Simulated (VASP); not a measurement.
Write the native input for VASP 6.6.1 that does the following.

- Task: density of states
- Functional: PBEsol
- Potentials or basis: VASP PAW PBE potentials, release 64 (Sb)
- Cutoff: 520 eV
- k mesh: 13 × 13 × 13
- Occupations: fermi-dirac, width 0.05 eV
- Spin: no spin polarisation
- Dipole correction: no
- k mesh for the DOS: 20 × 20 × 20
- Occupations for the DOS: tetrahedron
- Further INCAR settings: ALGO = Normal; EDIFF = 1e-06; NBANDS = 8

Sb:

```
Sb
1.0
     3.16000    0.00000    0.00000
     0.00000    3.16000    0.00000
     0.00000    0.00000    3.16000
Sb
1
Direct
  0.00000 0.00000 0.00000
```

The input as run:

POSCAR

```
Sb
1.0
    3.1600000000      0.0000000000      0.0000000000
    0.0000000000      3.1600000000      0.0000000000
    0.0000000000      0.0000000000      3.1600000000
Sb
1
Direct
    0.0000000000      0.0000000000      0.0000000000
```

INCAR.step1

```
ALGO = Normal ; EDIFF = 1E-6
ENCUT = 520 ; GGA = PS
ISIF = 2 ; ISMEAR = -1
LASPH = True ; LCHARG = True
LREAL = False ; LWAVE = False
NBANDS = 8 ; NELM = 100
PREC = Accurate ; SIGMA = 0.05
```

KPOINTS.step1

```
k-points
0
Gamma
  13 13 13
```

INCAR.step2

```
ALGO = Normal ; EDIFF = 1E-6
ENCUT = 520 ; GGA = PS
ICHARG = 11 ; ISIF = 2
ISMEAR = -5 ; LASPH = True
LCHARG = False ; LORBIT = 11
LREAL = False ; LWAVE = False
NBANDS = 8 ; NEDOS = 2001
NELM = 100 ; PREC = Accurate
SIGMA = 0.05
```

KPOINTS.step2

```
k-points
0
Gamma
  20 20 20
```

Potentials or basis: VASP PAW PBE potentials, release 64 (Sb).

The run is started by

```sh
$ cat potpaw_PBE.64/Sb/POTCAR > POTCAR
$ cp INCAR.step1 INCAR
$ cp KPOINTS.step1 KPOINTS
$ mpirun -np 1 vasp_std > vasp.out
$ cp INCAR.step2 INCAR
$ cp KPOINTS.step2 KPOINTS
$ mpirun -np 1 vasp_std > vasp.out
```

It gave:

```json
{
 "Valence electrons inside the program's atomic spheres": "Sb 2.34"
}
```

Caveat: spin-orbit coupling is left out, which moves the levels of the heavy elements.

Run time: 18 s on 1 thread of Intel(R) Xeon(R) Platinum 8488C (Sapphire Rapids), on a shared host, peak memory 0.18 GiB.
